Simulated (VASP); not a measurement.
# Sr (P6_3/mmc) in VASP: a series of runs

Sr is run at these levels: PBE; tasks: single point.

All numbers are computed with VASP 6.6.1; they aren't measurements. Logs are shortened: lines on timing, memory, paths and dates and some standing lists are left out, and cuts for length are marked.

## 1. The cell of the first run

Symmetry: P6_3/mmc, No. 194, hexagonal system. Conventional cell: a = 4.417 Å, b = 4.417 Å, c = 6.522 Å, α = 90.00°, β = 90.00°, γ = 120.00°. Sr (site symmetry -6m2) has 12 Sr at 4.14 to 4.42 Å within 5.4 Å.

This isn't the form of Sr at room conditions, which is fcc.

## 2. Single point, PBE

File INCAR:

```
SYSTEM = Sr
  ALGO = Fast
  EDIFF = 1E-6
  ENCUT = 520
  GGA = PE
  ISIF = 2
  ISMEAR = 0
  LASPH = .True.
  LCHARG = .True.
  LELF = .True.
  LREAL = .False.
  LVHAR = .True.
  LWAVE = .False.
  NBANDS = 17
  NELM = 80
  PREC = Accurate
  SIGMA = 0.15
```

File KPOINTS:

```
k-points
0
Gamma
  12 12 6
  0 0 0
```

File POSCAR:

```
Sr
1.0
    4.4171280632      0.0000000000      0.0000000000
   -2.2085640316      3.8253451145      0.0000000000
    0.0000000000      0.0000000000      6.5223838647
Sr
2
Direct
    0.3333333333      0.6666666667      0.2500000000
    0.6666666667      0.3333333333      0.7500000000
```

Potentials or basis: VASP PAW PBE potentials, release 64 (Sr_sv).

Launch:

```console
$ cat potpaw_PBE.64/Sr_sv/POTCAR > POTCAR
$ mpirun -np 1 vasp_std > vasp.out
```

OUTCAR:

```text
SYSTEM = Sr
   EDIFF = 1E-6
   ENCUT = 520
   GGA = PE
   ISIF = 2
   ISMEAR = 0
   LASPH = .True.
   LREAL = .False.
   NELM = 80
   PREC = Accurate

 ion  position               nearest neighbor table
   1  0.333  0.667  0.250-   2 4.14   2 4.14   2 4.14   2 4.14   2 4.14   2 4.14
   2  0.667  0.333  0.750-   1 4.14   1 4.14   1 4.14   1 4.14   1 4.14   1 4.14

  LATTYP: Found a hexagonal cell.
 ALAT       =     4.4171280632
 C/A-ratio  =     1.4766119006

  Lattice vectors:

 A1 = (   4.4171280632,   0.0000000000,   0.0000000000)
 A2 = (  -2.2085640316,   3.8253451145,   0.0000000000)
 A3 = (   0.0000000000,   0.0000000000,   6.5223838647)

Analysis of symmetry for initial positions (statically):
=====================================================================
 Subroutine PRICEL returns:
 Original cell was already a primitive cell.

 Routine SETGRP: Setting up the symmetry group for a
 hexagonal supercell.

 Subroutine GETGRP returns: Found 24 space group operations
 (whereof 12 operations were pure point group operations)
 out of a pool of 24 trial point group operations.

The static configuration has the point symmetry D_3d.
 The point group associated with its full space group is D_6h.

Analysis of symmetry for dynamics (positions and initial velocities):
=====================================================================
 Subroutine PRICEL returns:
 Original cell was already a primitive cell.

 Routine SETGRP: Setting up the symmetry group for a
 hexagonal supercell.

 Subroutine GETGRP returns: Found 24 space group operations
 (whereof 12 operations were pure point group operations)
 out of a pool of 24 trial point group operations.

The dynamic configuration has the point symmetry D_3d.
 The point group associated with its full space group is D_6h.

 Subroutine INISYM returns: Found 24 space group operations
 (whereof 12 operations are pure point group operations),
 and found     1 'primitive' translations

----------------------------------------------------------------------------------------

                                     Primitive cell

  volume of cell :     110.2090

  direct lattice vectors                    reciprocal lattice vectors
     4.417128063  0.000000000  0.000000000     0.226391444  0.130707161  0.000000000
    -2.208564032  3.825345115  0.000000000     0.000000000  0.261414322  0.000000000
     0.000000000  0.000000000  6.522383865     0.000000000  0.000000000  0.153318176

  length of vectors
     4.417128063  4.417128063  6.522383865     0.261414322  0.261414322  0.153318176

  position of ions in fractional coordinates (direct lattice)
     0.333333333  0.666666667  0.250000000
     0.666666667  0.333333333  0.750000000

  ion indices of the primitive-cell ions
   primitive index   ion index
                 1           1
                 2           2

----------------------------------------------------------------------------------------

 KPOINTS: k-points

Automatic generation of k-mesh.
 Grid dimensions read from file:
 generate k-points for:   12   12    6

 Generating k-lattice:

  Cartesian coordinates                     Fractional coordinates (reciprocal lattice)
     0.018865954  0.010892263  0.000000000     0.083333333  0.000000000  0.000000000
     0.000000000  0.021784527  0.000000000     0.000000000  0.083333333  0.000000000
     0.000000000  0.000000000  0.025553029     0.000000000  0.000000000  0.166666667

  Length of vectors
     0.021784527  0.021784527  0.025553029

  Shift w.r.t. Gamma in fractional coordinates (k-lattice)
     0.000000000  0.000000000  0.000000000

 Subroutine IBZKPT returns following result:
 ===========================================

 Found     76 irreducible k-points:

 Following reciprocal coordinates:
            Coordinates               Weight
  0.000000  0.000000  0.000000      1.000000
  0.083333  0.000000  0.000000      6.000000
  0.166667  0.000000  0.000000      6.000000
  0.250000  0.000000  0.000000      6.000000
  0.333333  0.000000  0.000000      6.000000
  0.416667  0.000000  0.000000      6.000000
[... 16 lines left out ...]
  0.250000  0.000000  0.166667     12.000000
  0.333333  0.000000  0.166667     12.000000
 [... further k-points ...]
   k-points           NKPTS =     76   k-points in BZ     NKDIM =     76   number of bands    NBANDS=     17
   number of dos      NEDOS =    301   number of ions     NIONS =      2
   total plane-waves  NPLWV =  64800
   dimension x,y,z NGX =    36 NGY =   36 NGZ =   50
   dimension x,y,z NGXF=    72 NGYF=   72 NGZF=  100
   ions per type =               2
   NGX,Y,Z   is equivalent  to a cutoff of  13.55, 13.55, 12.74 a.u.
   NGXF,Y,Z  is equivalent  to a cutoff of  27.10, 27.10, 25.49 a.u.
 SYSTEM =  Sr
   PREC   = accura    normal or accurate (medium, high low for compatibility)
   ISTART =      0    job   : 0-new  1-cont  2-samecut
   ICHARG =      2    charge: 1-file 2-atom 10-const
   ISPIN  =      1    spin polarized calculation?
   LNONCOLLINEAR =      F non collinear calculations
   LSORBIT =      F    spin-orbit coupling
   LASPH  =      T    aspherical Exc in radial PAW
   ENCUT  =  520.0 eV  38.22 Ry    6.18 a.u.   8.21  8.21 12.13*2*pi/ulx,y,z
   NELM   =     80;   NELMIN=  2; NELMDL= -5     # of ELM steps
   EDIFF  = 0.1E-05   stopping-criterion for ELM
   LREAL  =      F    real-space projection
   EDIFFG = 0.1E-04   stopping-criterion for IOM
   NSW    =      0    number of steps for IOM
   IBRION =     -1    ionic relax: 0-MD 1-quasi-New 2-CG
   NFREE  =      0    steps in history (QN), initial steepest desc. (CG)
   ISIF   =      2    stress and relaxation
   ISYM   =      2    0-nonsym 1-usesym 2-fastsym
   POTIM  = 0.5000    time-step for ionic-motion
   TEBEG  =    0.0;   TEEND  =   0.0 temperature during run
   PSTRESS=    0.0 pullay stress
   NELECT =      20.0000    total number of electrons
   NUPDOWN=      -1.0000    fix difference up-down
   EMIN   =  10.00;   EMAX   =-10.00  energy-range for DOS
   EFERMI =   0.00;   METHOD = LEGACY
   ISMEAR =     0;   SIGMA  =   0.15  broadening in eV -4-tet -1-fermi 0-gaus
   EFERMI_NEDOS =   21; number of points for ismear=-14 and -15
   IALGO  =     68    algorithm
   IMIX   =      4    mixing-type and parameters
     AMIX     =   0.40;   BMIX     =  1.00
     AMIX_MAG =   1.60;   BMIX_MAG =  1.00
  volume/ion in A,a.u.               =      55.10       371.86
  Fermi-wavevector in a.u.,A,eV,Ry     =   0.926857  1.751505 11.688262  0.859063
  Thomas-Fermi vector in A             =   2.052864
   LORBIT       =      0    0 simple, 1 ext, 2 COOP (PROOUT), +10 PAW based schemes
   GGA     = PE    functional components
   LHFCALC =     F    Hartree Fock is set to
   AEXX    =    0.0000 exact exchange contribution
   IVDW    =     0    specifies the selected vdW correction
   LEPSILON=     F    determine dielectric tensor
   LRPA    =     F    only Hartree local field effects (RPA)
 non-spin polarized calculation
 RMM-DIIS sequential band-by-band and
 Gauss-broadening in eV      SIGMA  =   0.15
  energy-cutoff  :      520.00
  volume of cell :      110.21
 maximum number of plane-waves:      2995
 NGX is ok and might be reduce to    36

 number of electron      20.0000000 magnetization

 Free energy of the ion-electron system (eV)
  ---------------------------------------------------
  ext. energy  EPLUGINS =         0.00000000
  ---------------------------------------------------
  free energy    TOTEN  =        -3.23277907 eV

  energy without entropy =       -3.20609053  energy(sigma->0) =       -3.21943480

 E-fermi :   1.5898     XC(G=0):  -7.3420

 val. band max:        1.5671745904   @ k =   0.3333   0.2500   0.0000
 cond. band min:       1.6289797733   @ k =   0.3333   0.0000   0.0000
 fundamental gap:      0.0618051829
 Fermi energy:         1.5898306566

 k-point     1 :       0.0000    0.0000    0.0000
  band No.  band energies     occupation
      1     -35.0475      2.00000
      2     -35.0264      2.00000
      3     -17.1699      2.00000
      4     -16.9818      2.00000
      5     -16.9818      2.00000
      6     -16.9362      2.00000
[... 9 lines left out ...]
     16       4.3637      0.00000
     17       4.4086      0.00000

 k-point     2 :       0.0833    0.0000    0.0000
  band No.  band energies     occupation
      1     -35.0468      2.00000
      2     -35.0263      2.00000
      3     -17.1653      2.00000
      4     -16.9886      2.00000
      5     -16.9846      2.00000
      6     -16.9437      2.00000
[... 9 lines left out ...]
     16       4.3159      0.00000
     17       4.5421      0.00000

 k-point     3 :       0.1667    0.0000    0.0000
  band No.  band energies     occupation
      1     -35.0448      2.00000
      2     -35.0262      2.00000
      3     -17.1522      2.00000
      4     -17.0073      2.00000
      5     -16.9920      2.00000
      6     -16.9639      2.00000
[... 9 lines left out ...]
     16       4.0743      0.00000
     17       4.5977      0.00000

 k-point     4 :       0.2500    0.0000    0.0000
  band No.  band energies     occupation
      1     -35.0420      2.00000
      2     -35.0262      2.00000
      3     -17.1322      2.00000
      4     -17.0333      2.00000
      5     -17.0016      2.00000
      6     -16.9907      2.00000
[... 9 lines left out ...]
     16       4.4508      0.00000
     17       5.1226      0.00000
[... 343 lines left out ...]
      1     -35.0436      2.00000
      2     -35.0275      2.00000
      3     -17.1409      2.00000
      4     -17.0022      2.00000
      5     -16.9884      2.00000
      6     -16.9800      2.00000
[... 9 lines left out ...]
     16       4.2362      0.00000
     17       4.6750      0.00000

 k-point    23 :       0.2500    0.0000    0.1667
  band No.  band energies     occupation
      1     -35.0409      2.00000
      2     -35.0273      2.00000
      3     -17.1275      2.00000
      4     -17.0252      2.00000
      5     -17.0074      2.00000
      6     -16.9977      2.00000
[... 9 lines left out ...]
     16       4.4591      0.00000
     17       4.9854      0.00000

 k-point    24 :       0.3333    0.0000    0.1667
  band No.  band energies     occupation
      1     -35.0379      2.00000
      2     -35.0274      2.00000
      3     -17.1161      2.00000
      4     -17.0465      2.00000
      5     -17.0305      2.00000
      6     -17.0066      2.00000
[... 9 lines left out ...]
     16       4.8950      0.00000
     17       5.4144      0.00000

 [... further k-points ...]

------------------------ aborting loop because EDIFF is reached ----------------------------------------

  FORCE on cell =-STRESS in cart. coord.  units (eV):
  Direction    XX          YY          ZZ          XY          YZ          ZX
  --------------------------------------------------------------------------------------
  -------------------------------------------------------------------------------------
  Total       -0.3567019     -0.3567019      1.0268133      0.0000000      0.0000000      0.0000000
  in kB       -5.1856002     -5.1856002     14.9274316      0.0000000      0.0000000      0.0000000
  external PRESSURE =       1.5187437 kB  Pullay stress =       0.0000000 kB

 VOLUME and BASIS-vectors are now :
 -----------------------------------------------------------------------------
  energy-cutoff  :      520.00
  volume of cell :      110.21
      direct lattice vectors                 reciprocal lattice vectors
     4.417128063  0.000000000  0.000000000     0.226391444  0.130707161  0.000000000
    -2.208564032  3.825345115  0.000000000     0.000000000  0.261414322  0.000000000
     0.000000000  0.000000000  6.522383865     0.000000000  0.000000000  0.153318176

 POSITION                                       TOTAL-FORCE (eV/Angst)
 -----------------------------------------------------------------------------------
     -0.00000      2.55023      1.63060        -0.000000     -0.000000      0.000000
      2.20856      1.27512      4.89179         0.000000      0.000000      0.000000
 -----------------------------------------------------------------------------------
    total drift:                                0.000000     -0.000000      0.000000

  FREE ENERGIE OF THE ION-ELECTRON SYSTEM (eV)
  ---------------------------------------------------
  free  energy   TOTEN  =        -3.2327790680 eV

  energy  without entropy=       -3.2060905299  energy(sigma->0) =       -3.21943480
```

Wall time 63 s (1 thread of Intel Xeon 6975P-C (Granite Rapids), shared host); peak memory 0.31 GiB.

Results:

* Free energy: -3.2328 eV
* Pressure: 0.2 GPa
* Band gap on the k mesh: zero (bands 10 and 11 overlap by 0.35 eV)

Caveat: the cell differs from its parent crystal (strain +e along x and -e along y +0.0000, strain +e along z and -e/2 along x and y -0.0700).

## 3. Single point, PBE

This run uses another cell than the first one, of the same volume but with other edges.

File INCAR:

```
SYSTEM = Sr
PREC = Accurate ; ENCUT = 520
EDIFF = 1E-6 ; ISMEAR = 0
SIGMA = 0.15 ; LREAL = .False.
LASPH = .True. ; NELM = 100
ALGO = Fast ; ISIF = 2
LWAVE = .False. ; LCHARG = .False.
GGA = PE ; NBANDS = 17
```

File KPOINTS:

```
regular mesh
0
Gamma
  12 12 6
  0 0 0
```

File POSCAR:

```
Sr
1.0
    4.1183851024      0.0000000000      0.0000000000
   -2.0591925512      3.5666261213      0.0000000000
    0.0000000000      0.0000000000      7.5042481023
Sr
2
Direct
    0.3333333333      0.6666666667      0.2500000000
    0.6666666667      0.3333333333      0.7500000000
```

Potentials or basis: VASP PAW PBE potentials, release 64 (Sr_sv).

Launch:

```console
$ cat potpaw_PBE.64/Sr_sv/POTCAR > POTCAR
$ mpirun -np 1 vasp_std > vasp.out
```

Wall time 54 s (1 thread of Intel Xeon 6975P-C (Granite Rapids), shared host); peak memory 0.3 GiB.

It converged, with:

```yaml
Free_energy: -3.2241 eV
Pressure: 0.1 GPa
Band_gap_on_the_k_mesh: zero (bands 10 and 11 overlap by 0.51 eV)
```

Stress tensor (GPa, compression positive):
```
 0.98  0.00  0.00
 0.00  0.98  0.00
 0.00  0.00 -1.59
```

Levels at points of the mesh, in eV from the Fermi level:
```tsv
k point	band 8	band 9	band 10	band 11	band 12	band 13
(0.00, 0.00, 0.00)	-18.49	-3.61	-1.44	-0.27	1.78	2.44
(0.50, 0.00, 0.00)	-18.52	-0.93	-0.43	0.04	0.36	1.16
(0.00, 0.00, 0.50)	-18.49	-2.82	-2.82	0.92	0.92	2.49
(0.50, 0.00, 0.50)	-18.54	-0.74	-0.74	0.33	0.33	1.23
```

Caveat: the cell differs from its parent crystal (strain +e along x and -e along y +0.0000, strain +e along z and -e/2 along x and y +0.0700).

## 4. Single point, PBE

File INCAR:

```
ALGO = Fast ; EDIFF = 1E-6
ENCUT = 520 ; GGA = PE
ISIF = 2 ; ISMEAR = 0
LASPH = True ; LCHARG = False
LREAL = False ; LWAVE = False
NBANDS = 17 ; NELM = 60
PREC = Accurate ; SIGMA = 0.15
```

File KPOINTS:

```
k-points
0
Gamma
  12 12 6
```

File POSCAR:

```
Sr
1.0
    4.3424423230      0.0000000000      0.0000000000
   -2.1712211615      3.7606653662      0.0000000000
    0.0000000000      0.0000000000      6.7678499241
Sr
2
Direct
    0.3333333333      0.6666666667      0.2500000000
    0.6666666667      0.3333333333      0.7500000000
```

Potentials or basis: VASP PAW PBE potentials, release 64 (Sr_sv).

Launch:

```console
$ cat potpaw_PBE.64/Sr_sv/POTCAR > POTCAR
$ mpirun -np 1 vasp_std > vasp.out
```

OUTCAR:

```text
EDIFF = 1E-6
   ENCUT = 520
   GGA = PE
   ISIF = 2
   ISMEAR = 0
   LASPH = True
   LREAL = False
   NELM = 60
   PREC = Accurate

 ion  position               nearest neighbor table
   1  0.333  0.667  0.250-   2 4.21   2 4.21   2 4.21   2 4.21   2 4.21   2 4.21
   2  0.667  0.333  0.750-   1 4.21   1 4.21   1 4.21   1 4.21   1 4.21   1 4.21

  LATTYP: Found a hexagonal cell.
 ALAT       =     4.3424423230
 C/A-ratio  =     1.5585353634

  Lattice vectors:

[... 669 lines left out ...]

------------------------ aborting loop because EDIFF is reached ----------------------------------------

  FORCE on cell =-STRESS in cart. coord.  units (eV):
  Direction    XX          YY          ZZ          XY          YZ          ZX
  --------------------------------------------------------------------------------------
  -------------------------------------------------------------------------------------
  Total       -0.2012382     -0.2012382      0.4835295      0.0000000     -0.0000000      0.0000000
  in kB       -2.9172353     -2.9172353      7.0094529      0.0000000     -0.0000000      0.0000000
  external PRESSURE =       0.3916608 kB  Pullay stress =       0.0000000 kB

 VOLUME and BASIS-vectors are now :
 -----------------------------------------------------------------------------
  energy-cutoff  :      520.00
  volume of cell :      110.52
      direct lattice vectors                 reciprocal lattice vectors
     4.342442323  0.000000000  0.000000000     0.230285154  0.132955196  0.000000000
    -2.171221162  3.760665366  0.000000000     0.000000000  0.265910392  0.000000000
     0.000000000  0.000000000  6.767849924     0.000000000  0.000000000  0.147757414

 POSITION                                       TOTAL-FORCE (eV/Angst)
 -----------------------------------------------------------------------------------
     -0.00000      2.50711      1.69196         0.000000      0.000000      0.000000
      2.17122      1.25356      5.07589        -0.000000      0.000000      0.000000
 -----------------------------------------------------------------------------------
    total drift:                               -0.000000      0.000000     -0.000000

  FREE ENERGIE OF THE ION-ELECTRON SYSTEM (eV)
  ---------------------------------------------------
  free  energy   TOTEN  =        -3.2702918056 eV

  energy  without entropy=       -3.2423153934  energy(sigma->0) =       -3.25630360
```

OSZICAR:

```text
N       E                     dE             d eps       ncg     rms          rms(c)
DAV:   1     0.106201513507E+03    0.10620E+03   -0.93187E+03  2584   0.987E+02
DAV:   2     0.519904835298E+01   -0.10100E+03   -0.99396E+02  3336   0.225E+02
DAV:   3    -0.306653181720E+01   -0.82656E+01   -0.82400E+01  4701   0.465E+01
DAV:   4    -0.326236194277E+01   -0.19583E+00   -0.19568E+00  3479   0.635E+00
DAV:   5    -0.326627649875E+01   -0.39146E-02   -0.39142E-02  4267   0.733E-01    0.159E+01
RMM:   6    -0.326817734485E+01   -0.19008E-02   -0.12617E-02  2742   0.119E+00    0.902E+00
RMM:   7    -0.326989207937E+01   -0.17147E-02   -0.24935E-02  2811   0.173E+00    0.400E-01
RMM:   8    -0.327010325149E+01   -0.21117E-03   -0.45737E-03  3366   0.448E-01    0.735E-02
RMM:   9    -0.327024264758E+01   -0.13940E-03   -0.10533E-03  4152   0.133E-01    0.604E-02
RMM:  10    -0.327028571108E+01   -0.43063E-04   -0.20951E-04  3845   0.668E-02    0.810E-02
RMM:  11    -0.327028889857E+01   -0.31875E-05   -0.10399E-04  4039   0.422E-02    0.791E-03
RMM:  12    -0.327029078382E+01   -0.18853E-05   -0.17437E-05  3471   0.156E-02    0.758E-03
RMM:  13    -0.327029252064E+01   -0.17368E-05   -0.80054E-06  3052   0.119E-02    0.108E-02
RMM:  14    -0.327029180559E+01    0.71505E-06   -0.38612E-06  2785   0.814E-03
   1 F= -.32702918E+01 E0= -.32563036E+01  d E =-.279764E-01
```

It took 56 s on 1 thread of Intel Xeon 6975P-C (Granite Rapids), shared host; peak memory 0.29 GiB.

Results:

```yaml
Free_energy: -3.2703 eV
Pressure: 0.0 GPa
Band_gap_on_the_k_mesh: zero (bands 10 and 11 overlap by 0.33 eV)
```

Caveat: the cell differs from its parent crystal (strain +e along x and -e along y +0.0000, strain +e along z and -e/2 along x and y -0.0350).

(Part 1 of 2 ends here.)

The gap in the log of VASP goes by the Fermi energy; the results here count the filled bands.